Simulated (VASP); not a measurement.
Write the native input for VASP 6.6.1 that does the following.

```yaml
Task: single point
Functional: r2SCAN50
Potentials_or_basis: VASP PAW PBE potentials, release 64 (Ti_sv)
Cutoff: 520 eV
k_mesh: 5 × 5 × 3
Occupations: fermi-dirac, width 0.05 eV
Spin: no spin polarisation
Dipole_correction: no
Grid_for_exact_exchange_PRECFOCK: Normal
Further_INCAR_settings: ALGO = Normal; EDIFF = 1e-06; NBANDS = 19
Share_of_exact_exchange: 0.5
```

The system is Ti.

```xyz
2
Lattice="2.9888 0.0000 0.0000 -1.4944 2.5884 0.0000 0.0000 0.0000 4.7416" Properties=species:S:1:pos:R:3 pbc="T T T"
Ti    1.4944    0.8628    3.5562
Ti    0.0000    1.7256    1.1854
```

These files were run (other wordings do the same):

POSCAR

```
Ti
1.0
    2.9888202413      0.0000000000      0.0000000000
   -1.4944101206      2.5883942563      0.0000000000
    0.0000000000      0.0000000000      4.7415860099
Ti
2
Direct
    0.6666666667      0.3333333333      0.7500000000
    0.3333333333      0.6666666667      0.2500000000
```

INCAR.step1

```
  ALGO = Normal
  EDIFF = 1E-5
  ENCUT = 520
  GGA = PE
  ISIF = 2
  ISMEAR = -1
  LASPH = T
  LREAL = F
  LWAVE = T
  NBANDS = 19
  NELM = 60
  PREC = Accurate
  SIGMA = 0.05
```

INCAR.step2

```
  AEXX = 0.5
  ALGO = Normal
  EDIFF = 1E-6
  ENCUT = 520
  ISIF = 2
  ISMEAR = -1
  ISTART = 1
  LASPH = T
  LCHARG = T
  LELF = T
  LHFCALC = T
  LMIXTAU = T
  LREAL = F
  LVHAR = T
  LWAVE = F
  METAGGA = R2SCAN
  NBANDS = 19
  NELM = 60
  PREC = Accurate
  PRECFOCK = Normal
  SIGMA = 0.05
```

KPOINTS

```
k-points
0
Gamma
  5 5 3
```

Potentials or basis: VASP PAW PBE potentials, release 64 (Ti_sv).

Run with:

```sh
$ cat potpaw_PBE.64/Ti_sv/POTCAR > POTCAR
$ cp INCAR.step1 INCAR
$ mpirun -np 1 vasp_std > vasp.out
$ cp INCAR.step2 INCAR
$ mpirun -np 1 vasp_std > vasp.out
```

It gave:

| Quantity | Value |
| --- | --- |
| Pressure | -10.4 GPa |
| Band gap on the k mesh | zero (bands 12 and 13 overlap by 2.59 eV) |

Caveat: the k points lie up to 0.49 Å⁻¹ apart, too coarse for converged energies and pressures of a metal; the PAW data sets were made with another functional, which shifts forces and pressure a little.

It took 27 min on 1 thread of AMD EPYC 7R43 64-Core Processor (Zen 3), with other jobs on the host, peak memory 0.13 GiB.
